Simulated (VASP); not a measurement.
Wanted: the native input for a VASP 6.6.1 run.

| Item | Value |
| --- | --- |
| Task | single point |
| Functional | r2SCAN |
| Potentials or basis | VASP PAW PBE potentials, release 64 (K_sv, Cl) |
| Cutoff | 550 eV |
| k mesh | 5 × 5 × 5 |
| Occupations | gaussian, width 0.01 eV |
| Spin | no spin polarisation |
| Dipole correction | no |
| Further INCAR settings | ALGO = Normal; EDIFF = 1e-06; NBANDS = 15 |

KCl:

```
CELL_PARAMETERS angstrom
3.73396 0.00000 0.00000
0.00000 3.73396 0.00000
0.00000 0.00000 3.73396
ATOMIC_POSITIONS crystal
K 0.00000 0.00000 0.00000
Cl 0.50000 0.50000 0.50000
```

The input as run:

POSCAR

```
KCl
1.0
    3.7339591313      0.0000000000      0.0000000000
    0.0000000000      3.7339591313      0.0000000000
    0.0000000000      0.0000000000      3.7339591313
K Cl
1 1
Direct
    0.0000000000      0.0000000000      0.0000000000
    0.5000000000      0.5000000000      0.5000000000
```

INCAR.step1

```
PREC = Accurate
ENCUT = 550
ISMEAR = 0
SIGMA = 0.01
LREAL = F
LASPH = T
NELM = 120
NBANDS = 15
GGA = PE
ALGO = Normal
EDIFF = 1E-5
LWAVE = T
LCHARG = F
GGA_COMPAT = F
```

INCAR.step2

```
PREC = Accurate
ENCUT = 550
EDIFF = 1E-6
ISMEAR = 0
SIGMA = 0.01
LREAL = F
LASPH = T
NELM = 120
ALGO = Normal
ISIF = 2
LWAVE = F
LCHARG = F
METAGGA = R2SCAN
LMIXTAU = T
NBANDS = 15
ISTART = 1
GGA_COMPAT = F
```

KPOINTS

```
Automatic mesh
0
Gamma
  5 5 5
```

Potentials or basis: VASP PAW PBE potentials, release 64 (K_sv, Cl).

Command:

```bash
$ cat potpaw_PBE.64/K_sv/POTCAR potpaw_PBE.64/Cl/POTCAR > POTCAR
$ cp INCAR.step1 INCAR
$ mpirun -np 1 vasp_std > vasp.out
$ cp INCAR.step2 INCAR
$ mpirun -np 1 vasp_std > vasp.out
```

It gave:

```json
{"Pressure": "0.7 GPa", "Band gap on the k mesh": "6.00 eV (least direct gap 6.18 eV)"}
```

Caveat: the PAW data sets were made with another functional, which shifts forces and pressure a little; an odd mesh through Γ misses points on the zone boundary, where band edges can lie.

Wall time 77 s on 1 thread of Intel Xeon 8259CL, with other jobs on the host, peak memory 0.17 GiB.
